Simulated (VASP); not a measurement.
## Mg2Si: single point with r2SCAN

Mg2Si:

```xyz
3
Lattice="3.1054 3.1054 0.0000 -3.1054 3.1054 0.0000 0.0000 3.1054 3.1054" Properties=species:S:1:pos:R:3 pbc="T T T"
Mg   -1.5527    4.6580    1.5527
Mg    1.5527    4.6580    1.5527
Si    0.0000    0.0000    0.0000
```

```json
{
  "Program": "VASP 6.6.1",
  "Task": "single point",
  "Functional": "r2SCAN",
  "Potentials or basis": "VASP PAW PBE potentials, release 64 (Mg, Si)",
  "Cutoff": "660 eV",
  "k mesh": "6 × 6 × 6",
  "Occupations": "gaussian, width 0.01 eV",
  "Spin": "no spin polarisation"
}
```

```yaml
Pressure: 3.7 GPa
Band_gap_on_the_k_mesh: 0.37 eV (least direct gap 2.50 eV)
```

Levels at points of the mesh, in eV from the valence-band top:
```csv
k point,band 1,band 2,band 3,band 4,band 5,band 6,band 7,band 8,band 9
"(0.00, 0.00, 0.00)",-9.82,0.00,0.00,0.00,2.89,2.93,2.93,2.93,6.03
"(0.50, 0.00, 0.00)",-8.21,-5.12,-0.76,-0.76,1.99,2.86,2.86,5.80,8.70
"(0.50, 0.50, 0.00)",-7.58,-4.72,-2.13,-2.13,0.37,0.85,9.06,9.06,9.30
```

Run time: 35 s on 1 thread of Intel(R) Xeon(R) 6975P-C (Granite Rapids) (shared host), peak memory 0.25 GiB.

Caveat: the cell stands under pressure; semilocal functionals underestimate gaps, and a narrow one can read as zero; the PAW data sets were made with another functional, which shifts forces and pressure a little. A k mesh can miss the band edges.
